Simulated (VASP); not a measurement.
Set up this calculation in VASP 6.6.1, as the native input.

```yaml
Task: single point
Functional: r2SCAN
Potentials_or_basis: VASP PAW PBE potentials, release 64 (Si, C)
Cutoff: 520 eV
k_mesh: 8 × 8 × 3
Occupations: gaussian, width 0.05 eV
Spin: no spin polarisation
Dipole_correction: no
Further_INCAR_settings: ALGO = Normal; EDIFF = 1e-06; NBANDS = 26
```

Crystal: SiC.

```
CELL_PARAMETERS angstrom
-3.07520 0.00000 0.00000
-1.53760 -2.66320 0.00000
-4.22855 -2.44135 10.09633
ATOMIC_POSITIONS crystal
Si 0.50276 0.50276 0.90605
Si 0.96111 0.96111 0.40605
Si 0.52361 0.52361 0.15605
Si 0.06526 0.06526 0.65605
C 0.24721 0.24721 0.09395
C 0.78886 0.78886 0.59395
C 0.35137 0.35137 0.34395
C 0.89302 0.89302 0.84395
```

This cell differs from its parent crystal: the part above a cut slid along it.

One way to write it, as run:

POSCAR

```
SiC
1.0
   -3.0751950066      0.0000000000      0.0000000000
   -1.5375975033     -2.6631969973      0.0000000000
   -4.2285468938     -2.4413526874     10.0963337124
Si C
4 4
Direct
   -0.4972440229     -0.4972440229      0.9060514413
   -0.0388940229     -0.0388940229      0.4060514413
    0.5236143104      0.5236143104      0.1560514413
    0.0652643104      0.0652643104      0.6560514413
    0.2472106896      0.2472106896      0.0939485587
   -0.2111393104     -0.2111393104      0.5939485587
    0.3513690229      0.3513690229      0.3439485587
   -0.1069809771     -0.1069809771      0.8439485587
```

INCAR.step1

```
SYSTEM = SiC
  ALGO = Normal
  EDIFF = 1E-4
  ENCUT = 520
  GGA = PE
  ISMEAR = 0
  LASPH = .TRUE.
  LCHARG = .FALSE.
  LREAL = .FALSE.
  LWAVE = .TRUE.
  NBANDS = 26
  NELM = 80
  PREC = Accurate
  SIGMA = 0.05
```

INCAR.step2

```
SYSTEM = SiC
  ALGO = Normal
  EDIFF = 1E-6
  ENCUT = 520
  ISIF = 2
  ISMEAR = 0
  ISTART = 1
  LASPH = .TRUE.
  LCHARG = .FALSE.
  LMIXTAU = .TRUE.
  LREAL = .FALSE.
  LWAVE = .FALSE.
  METAGGA = R2SCAN
  NBANDS = 26
  NELM = 80
  PREC = Accurate
  SIGMA = 0.05
```

KPOINTS

```
k-points
0
G
  8 8 3
  0 0 0
```

Potentials or basis: VASP PAW PBE potentials, release 64 (Si, C).

Run with:

```console
$ cat potpaw_PBE.64/Si/POTCAR potpaw_PBE.64/C/POTCAR > POTCAR
$ cp INCAR.step1 INCAR
$ mpirun -np 1 vasp_std > vasp.out
$ cp INCAR.step2 INCAR
$ mpirun -np 1 vasp_std > vasp.out
```

Results of the run:

| Item | Value |
| --- | --- |
| Pressure | -0.5 GPa |
| Largest force | 1.370 eV/Å |
| Band gap on the k mesh | 2.66 eV (least direct gap 4.28 eV) |

Caveat: the cell differs from its parent crystal (the part above a cut slid along it); the PAW data sets were made with another functional, which shifts forces and pressure a little.

Wall time 3.9 min on 1 thread of Intel(R) Xeon(R) Platinum 8488C (Sapphire Rapids), with other jobs on the host, peak memory 0.27 GiB.
